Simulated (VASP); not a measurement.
# NbH2 (R-3m) in VASP: notebook

Runs on NbH2. Level: PBEsol. Tasks: single point.

Program: VASP 6.6.1. These are calculated values, not measurements. Logs are shortened: lines on timing, memory, paths and dates and some standing lists are left out, and cuts for length are marked.

### Step 1. The cell of the first run

The structure is trigonal, space group R-3m (No. 166). Conventional cell: a = 3.130 Å, b = 3.130 Å, c = 8.147 Å, α = 90.00°, β = 90.00°, γ = 120.00°. Within 2.6 Å of Nb (site symmetry -3m) lie 8 H at 1.93 to 2.04 Å. H (site symmetry 3m) has 4 Nb at 1.93 to 2.04 Å and 6 H at 2.26 Å within 2.6 Å.

### Step 2. Single point, PBEsol (7.68 Å³/atom)

Contents of INCAR:

```
PREC = Accurate
ENCUT = 520
EDIFF = 1E-6
ISMEAR = 0
SIGMA = 0.15
LREAL = F
LASPH = T
NELM = 80
ALGO = Normal
ISIF = 2
LWAVE = F
LCHARG = F
GGA = PS
NBANDS = 14
```

Contents of KPOINTS:

```
Automatic mesh
0
Gamma
  16 16 16
```

Contents of POSCAR:

```
NbH2
1.0
    0.0922313962      2.3057849046      2.3057849046
    2.3057849046      0.0922313962      2.3057849046
    2.3057849046      2.3057849046      0.0922313962
Nb H
1 2
Direct
    0.0000000000      0.0000000000      0.0000000000
    0.2500000000      0.2500000000      0.2500000000
    0.7500000000      0.7500000000      0.7500000000
```

Potentials or basis: VASP PAW PBE potentials, release 64 (Nb_sv, H).

On the command line:

```sh
> cat potpaw_PBE.64/Nb_sv/POTCAR potpaw_PBE.64/H/POTCAR > POTCAR
> mpirun -np 1 vasp_std > vasp.out
```

OUTCAR:

```text
PREC = Accurate
   ENCUT = 520
   EDIFF = 1E-6
   ISMEAR = 0
   LREAL = F
   LASPH = T
   NELM = 80
   ISIF = 2
   GGA = PS

 ion  position               nearest neighbor table
   1  0.000  0.000  0.000-   3 1.93   2 1.93   3 1.93   3 1.93   2 1.93   2 1.93
   2  0.250  0.250  0.250-   1 1.93   1 1.93   1 1.93
   3  0.750  0.750  0.750-   1 1.93   1 1.93   1 1.93

  LATTYP: Found a trigonal (rhomboedric) cell.
 ALAT       =     3.2621763721
 COS(alpha) =     0.5395683453

  Lattice vectors:

 A1 = (   0.0922313962,   2.3057849046,   2.3057849046)
 A2 = (   2.3057849046,   0.0922313962,   2.3057849046)
 A3 = (   2.3057849046,   2.3057849046,   0.0922313962)

Analysis of symmetry for initial positions (statically):
=====================================================================
 Subroutine PRICEL returns:
 Original cell was already a primitive cell.

 Routine SETGRP: Setting up the symmetry group for a
 trigonal (rhombohedral) supercell.

 Subroutine GETGRP returns: Found 12 space group operations
 (whereof 12 operations were pure point group operations)
 out of a pool of 12 trial point group operations.

The static configuration has the point symmetry D_3d.

Analysis of symmetry for dynamics (positions and initial velocities):
=====================================================================
 Subroutine PRICEL returns:
 Original cell was already a primitive cell.

 Routine SETGRP: Setting up the symmetry group for a
 trigonal (rhombohedral) supercell.

 Subroutine GETGRP returns: Found 12 space group operations
 (whereof 12 operations were pure point group operations)
 out of a pool of 12 trial point group operations.

The dynamic configuration has the point symmetry D_3d.

 Subroutine INISYM returns: Found 12 space group operations
 (whereof 12 operations are pure point group operations),
 and found     1 'primitive' translations

----------------------------------------------------------------------------------------

                                     Primitive cell

  volume of cell :      23.0478

  direct lattice vectors                    reciprocal lattice vectors
     0.092231396  2.305784905  2.305784905    -0.230310187  0.221452102  0.221452102
     2.305784905  0.092231396  2.305784905     0.221452102 -0.230310187  0.221452102
     2.305784905  2.305784905  0.092231396     0.221452102  0.221452102 -0.230310187

  length of vectors
     3.262176372  3.262176372  3.262176372     0.388747797  0.388747797  0.388747797

  position of ions in fractional coordinates (direct lattice)
     0.000000000  0.000000000  0.000000000
     0.250000000  0.250000000  0.250000000
     0.750000000  0.750000000  0.750000000

  ion indices of the primitive-cell ions
   primitive index   ion index
                 1           1
                 2           2
                 3           3

----------------------------------------------------------------------------------------

 KPOINTS: Automatic mesh

Automatic generation of k-mesh.
 Grid dimensions read from file:
 generate k-points for:   16   16   16

 Generating k-lattice:

  Cartesian coordinates                     Fractional coordinates (reciprocal lattice)
    -0.014394387  0.013840756  0.013840756     0.062500000 -0.000000000 -0.000000000
     0.013840756 -0.014394387  0.013840756    -0.000000000  0.062500000 -0.000000000
     0.013840756  0.013840756 -0.014394387    -0.000000000 -0.000000000  0.062500000

  Length of vectors
     0.024296737  0.024296737  0.024296737

  Shift w.r.t. Gamma in fractional coordinates (k-lattice)
     0.000000000  0.000000000  0.000000000

 Subroutine IBZKPT returns following result:
 ===========================================

 Found    417 irreducible k-points:

 Following reciprocal coordinates:
            Coordinates               Weight
  0.000000  0.000000  0.000000      1.000000
  0.062500 -0.000000 -0.000000      6.000000
  0.125000 -0.000000 -0.000000      6.000000
  0.187500  0.000000  0.000000      6.000000
  0.250000 -0.000000 -0.000000      6.000000
  0.312500  0.000000  0.000000      6.000000
[... 16 lines left out ...]
 -0.125000  0.062500  0.000000     12.000000
 -0.062500  0.062500  0.000000      6.000000
 [... further k-points ...]
   k-points           NKPTS =    417   k-points in BZ     NKDIM =    417   number of bands    NBANDS=     14
   number of dos      NEDOS =    301   number of ions     NIONS =      3
   total plane-waves  NPLWV =  13824
   dimension x,y,z NGX =    24 NGY =   24 NGZ =   24
   dimension x,y,z NGXF=    48 NGYF=   48 NGZF=   48
   ions per type =               1   2
   NGX,Y,Z   is equivalent  to a cutoff of  12.23, 12.23, 12.23 a.u.
   NGXF,Y,Z  is equivalent  to a cutoff of  24.46, 24.46, 24.46 a.u.
 SYSTEM =  unknown system
   PREC   = accura    normal or accurate (medium, high low for compatibility)
   ISTART =      0    job   : 0-new  1-cont  2-samecut
   ICHARG =      2    charge: 1-file 2-atom 10-const
   ISPIN  =      1    spin polarized calculation?
   LNONCOLLINEAR =      F non collinear calculations
   LSORBIT =      F    spin-orbit coupling
   LASPH  =      T    aspherical Exc in radial PAW
   ENCUT  =  520.0 eV  38.22 Ry    6.18 a.u.   6.07  6.07  6.07*2*pi/ulx,y,z
   NELM   =     80;   NELMIN=  2; NELMDL= -5     # of ELM steps
   EDIFF  = 0.1E-05   stopping-criterion for ELM
   LREAL  =      F    real-space projection
   EDIFFG = 0.1E-04   stopping-criterion for IOM
   NSW    =      0    number of steps for IOM
   IBRION =     -1    ionic relax: 0-MD 1-quasi-New 2-CG
   NFREE  =      0    steps in history (QN), initial steepest desc. (CG)
   ISIF   =      2    stress and relaxation
   ISYM   =      2    0-nonsym 1-usesym 2-fastsym
   POTIM  = 0.5000    time-step for ionic-motion
   TEBEG  =    0.0;   TEEND  =   0.0 temperature during run
   PSTRESS=    0.0 pullay stress
   NELECT =      15.0000    total number of electrons
   NUPDOWN=      -1.0000    fix difference up-down
   EMIN   =  10.00;   EMAX   =-10.00  energy-range for DOS
   EFERMI =   0.00;   METHOD = LEGACY
   ISMEAR =     0;   SIGMA  =   0.15  broadening in eV -4-tet -1-fermi 0-gaus
   EFERMI_NEDOS =   21; number of points for ismear=-14 and -15
   IALGO  =     38    algorithm
   IMIX   =      4    mixing-type and parameters
     AMIX     =   0.40;   BMIX     =  1.00
     AMIX_MAG =   1.60;   BMIX_MAG =  1.00
  volume/ion in A,a.u.               =       7.68        51.84
  Fermi-wavevector in a.u.,A,eV,Ry     =   1.418716  2.680985 27.385210  2.012756
  Thomas-Fermi vector in A             =   2.539813
   LORBIT       =      0    0 simple, 1 ext, 2 COOP (PROOUT), +10 PAW based schemes
   GGA     = PS    functional components
   LHFCALC =     F    Hartree Fock is set to
   AEXX    =    0.0000 exact exchange contribution
   IVDW    =     0    specifies the selected vdW correction
   LEPSILON=     F    determine dielectric tensor
   LRPA    =     F    only Hartree local field effects (RPA)
 non-spin polarized calculation
 Gauss-broadening in eV      SIGMA  =   0.15
  energy-cutoff  :      520.00
  volume of cell :       23.05
 maximum number of plane-waves:       636
   NGX = 13   NGY = 13   NGZ = 13

 number of electron      14.9999999 magnetization

 Free energy of the ion-electron system (eV)
  ---------------------------------------------------
  ext. energy  EPLUGINS =         0.00000000
  ---------------------------------------------------
  free energy    TOTEN  =       -18.45720892 eV

  energy without entropy =      -18.44682006  energy(sigma->0) =      -18.45201449

 E-fermi :  10.2160     XC(G=0): -12.3075

 val. band max:       10.1971343549   @ k =  -0.3750   0.5000   0.3750
 cond. band min:      10.2183683781   @ k =  -0.2500   0.2500   0.1250
 fundamental gap:      0.0212340232
 Fermi energy:        10.2159501083

 k-point     1 :       0.0000    0.0000    0.0000
  band No.  band energies     occupation
      1     -45.0593      2.00000
      2     -20.9053      2.00000
      3     -20.7878      2.00000
      4     -20.7878      2.00000
      5      -0.6205      2.00000
      6       8.3500      2.00000
      7       9.0127      2.00000
      8       9.0127      2.00000
      9       9.1054      2.00000
     10      11.5801      0.00000
     11      11.5801      0.00000
     12      22.7569      0.00000
     13      22.9707      0.00000
     14      24.0653      0.00000

 k-point     2 :       0.0625   -0.0000   -0.0000
  band No.  band energies     occupation
      1     -45.0552      2.00000
      2     -20.9103      2.00000
      3     -20.8190      2.00000
      4     -20.7927      2.00000
      5      -0.5040      2.00000
      6       7.7116      2.00000
      7       8.4808      2.00000
      8       9.0847      2.00000
      9      10.4480      0.02867
     10      11.5263      0.00000
     11      11.5376      0.00000
     12      21.6650      0.00000
     13      23.2864      0.00000
     14      24.2789      0.00000

 k-point     3 :       0.1250   -0.0000   -0.0000
  band No.  band energies     occupation
      1     -45.0436      2.00000
      2     -20.9420      2.00000
      3     -20.8892      2.00000
      4     -20.8068      2.00000
      5      -0.1709      2.00000
      6       6.6102      2.00000
      7       8.6237      2.00000
      8       9.2775      2.00000
      9      11.2416      0.00000
     10      11.4053      0.00000
     11      12.1007      0.00000
     12      20.3735      0.00000
     13      23.9835      0.00000
     14      24.8898      0.00000

 k-point     4 :       0.1875    0.0000    0.0000
  band No.  band energies     occupation
      1     -45.0261      2.00000
      2     -21.0633      2.00000
      3     -20.9178      2.00000
      4     -20.8277      2.00000
      5       0.3270      2.00000
      6       5.7163      2.00000
      7       8.8004      2.00000
      8       9.5042      2.00000
      9      11.1740      0.00000
     10      11.3420      0.00000
     11      13.5371      0.00000
     12      19.3547      0.00000
     13      24.8360      0.00000
     14      25.5276      0.00000

 k-point     5 :       0.2500   -0.0000   -0.0000
  band No.  band energies     occupation
      1     -45.0053      2.00000
      2     -21.2197      2.00000
      3     -20.9344      2.00000
      4     -20.8523      2.00000
      5       0.8889      2.00000
      6       5.1024      2.00000
      7       8.8871      2.00000
      8       9.6117      2.00000
      9      11.2679      0.00000
     10      11.5195      0.00000
     11      14.7322      0.00000
[... 276 lines left out ...]
 k-point    22 :      -0.1875    0.0625    0.0000
  band No.  band energies     occupation
      1     -45.0156      2.00000
      2     -21.1284      2.00000
      3     -20.9270      2.00000
      4     -20.8520      2.00000
      5       0.6231      2.00000
      6       5.3169      2.00000
      7       8.9363      2.00000
      8       9.5795      2.00000
      9      10.8278      0.00000
     10      11.6211      0.00000
     11      14.2753      0.00000
     12      19.1237      0.00000
     13      24.2050      0.00000
     14      25.4722      0.00000

 k-point    23 :      -0.1250    0.0625    0.0000
  band No.  band energies     occupation
      1     -45.0343      2.00000
      2     -20.9854      2.00000
      3     -20.9151      2.00000
      4     -20.8264      2.00000
      5       0.0882      2.00000
      6       6.0752      2.00000
      7       8.7373      2.00000
      8       9.4216      2.00000
      9      10.9593      0.00000
     10      11.5202      0.00000
     11      12.9184      0.00000
     12      19.9092      0.00000
     13      24.1260      0.00000
     14      25.2975      0.00000

 k-point    24 :      -0.0625    0.0625    0.0000
  band No.  band energies     occupation
      1     -45.0482      2.00000
      2     -20.9104      2.00000
      3     -20.8749      2.00000
      4     -20.8056      2.00000
      5      -0.3089      2.00000
      6       6.9879      2.00000
      7       8.5277      2.00000
      8       9.2129      2.00000
      9      11.1076      0.00000
     10      11.5442      0.00000
     11      11.6619      0.00000
     12      20.8924      0.00000
     13      23.5451      0.00000
     14      24.5418      0.00000

 [... further k-points ...]

------------------------ aborting loop because EDIFF is reached ----------------------------------------

  FORCE on cell =-STRESS in cart. coord.  units (eV):
  Direction    XX          YY          ZZ          XY          YZ          ZX
  --------------------------------------------------------------------------------------
  -------------------------------------------------------------------------------------
  Total        0.0715752      0.0715752      0.0715752     -0.7980246     -0.7980246     -0.7980246
  in kB        4.9755881      4.9755881      4.9755881    -55.4750673    -55.4750673    -55.4750673
  external PRESSURE =       4.9755881 kB  Pullay stress =       0.0000000 kB

 VOLUME and BASIS-vectors are now :
 -----------------------------------------------------------------------------
  energy-cutoff  :      520.00
  volume of cell :       23.05
      direct lattice vectors                 reciprocal lattice vectors
     0.092231396  2.305784905  2.305784905    -0.230310187  0.221452102  0.221452102
     2.305784905  0.092231396  2.305784905     0.221452102 -0.230310187  0.221452102
     2.305784905  2.305784905  0.092231396     0.221452102  0.221452102 -0.230310187

 POSITION                                       TOTAL-FORCE (eV/Angst)
 -----------------------------------------------------------------------------------
      0.00000      0.00000      0.00000         0.000000      0.000000      0.000000
      1.17595      1.17595      1.17595        -0.179312     -0.179312     -0.179312
      3.52785      3.52785      3.52785         0.179312      0.179312      0.179312
 -----------------------------------------------------------------------------------
    total drift:                               -0.000000      0.000000      0.000000

  FREE ENERGIE OF THE ION-ELECTRON SYSTEM (eV)
  ---------------------------------------------------
  free  energy   TOTEN  =       -18.4572089171 eV

  energy  without entropy=      -18.4468200572  energy(sigma->0) =      -18.45201449
```

Run time: 34 s. Hardware: 1 thread of Intel Xeon 6975P-C (Granite Rapids), shared host; peak memory 0.25 GiB.

Results:

- Free energy: -18.4572 eV
- Pressure: 0.5 GPa
- Largest force: 0.311 eV/Å
- Band gap on the k mesh: zero (an odd number of electrons rules out a gap without spin polarisation)

Forces on the atoms (eV/Å):
```
Nb   0.000  0.000  0.000
H   -0.179 -0.179 -0.179
H    0.179  0.179  0.179
```

Stress tensor (GPa, compression positive):
```
 0.50 -5.55 -5.55
-5.55  0.50 -5.55
-5.55 -5.55  0.50
```

Caveat: the PAW data sets were made with another functional, which shifts forces and pressure a little; an odd number of electrons without spin polarisation forces a metal; a magnetic or distorted state may lie lower.

### Step 3. Single point, PBEsol (7.68 Å³/atom)

Contents of INCAR:

```
SYSTEM = NbH2
PREC = Accurate
ENCUT = 520
EDIFF = 1E-6
ISMEAR = 0
SIGMA = 0.15
LREAL = .False.
LASPH = .True.
NELM = 100
ALGO = Normal
ISIF = 2
LWAVE = .False.
LCHARG = .False.
GGA = PS
NBANDS = 14
```

Contents of KPOINTS:

```
Automatic mesh
0
Gamma
  16 16 16
  0 0 0
```

Contents of POSCAR:

```
NbH2
1.0
   -0.0905062246      2.2144061158      2.2144061158
    2.2144061158     -0.0905062246      2.2144061158
    2.2144061158      2.2144061158     -0.0905062246
Nb H
1 2
Direct
    0.0000000000      0.0000000000      0.0000000000
    0.2500000000      0.2500000000      0.2500000000
    0.7500000000      0.7500000000      0.7500000000
```

Potentials or basis: VASP PAW PBE potentials, release 64 (Nb_sv, H).

On the command line:

```sh
> cat potpaw_PBE.64/Nb_sv/POTCAR potpaw_PBE.64/H/POTCAR > POTCAR
> mpirun -np 1 vasp_std > vasp.out
```

Run time: 34 s. Hardware: 1 thread of Intel Xeon 6975P-C (Granite Rapids), shared host; peak memory 0.24 GiB.

Results (log left out):

```
Free energy            : -18.4521 eV
Pressure               : 0.5 GPa
Largest force          : 0.425 eV/Å
Band gap on the k mesh : zero (an odd number of electrons rules out a gap without spin polarisation)
```

Forces on the atoms (eV/Å):
```
Nb   0.000  0.000  0.000
H    0.245  0.245  0.245
H   -0.245 -0.245 -0.245
```

Stress tensor (GPa, compression positive):
```
0.53 6.39 6.39
6.39 0.53 6.39
6.39 6.39 0.53
```

Levels at points of the mesh, in eV from the Fermi level:
| k point | band 5 | band 6 | band 7 | band 8 | band 9 | band 10 | band 11 | band 12 |
| --- | --- | --- | --- | --- | --- | --- | --- | --- |
| (0.00, 0.00, 0.00) | -10.83 | -1.66 | -1.66 | -1.10 | -0.94 | 1.37 | 1.37 | 12.56 |
| (0.50, 0.00, 0.00) | -8.52 | -5.03 | -1.57 | -0.82 | 2.47 | 2.86 | 5.23 | 6.27 |
| (0.50, 0.50, 0.00) | -7.69 | -4.94 | -4.49 | 2.74 | 2.92 | 3.29 | 6.75 | 7.79 |
| (0.50, 0.50, 0.50) | -8.59 | -4.48 | -1.41 | -1.41 | 2.96 | 2.96 | 4.82 | 6.89 |

Caveat: the PAW data sets were made with another functional, which shifts forces and pressure a little; an odd number of electrons without spin polarisation forces a metal; a magnetic or distorted state may lie lower.

The gap in the log of VASP goes by the Fermi energy; the results here count the filled bands.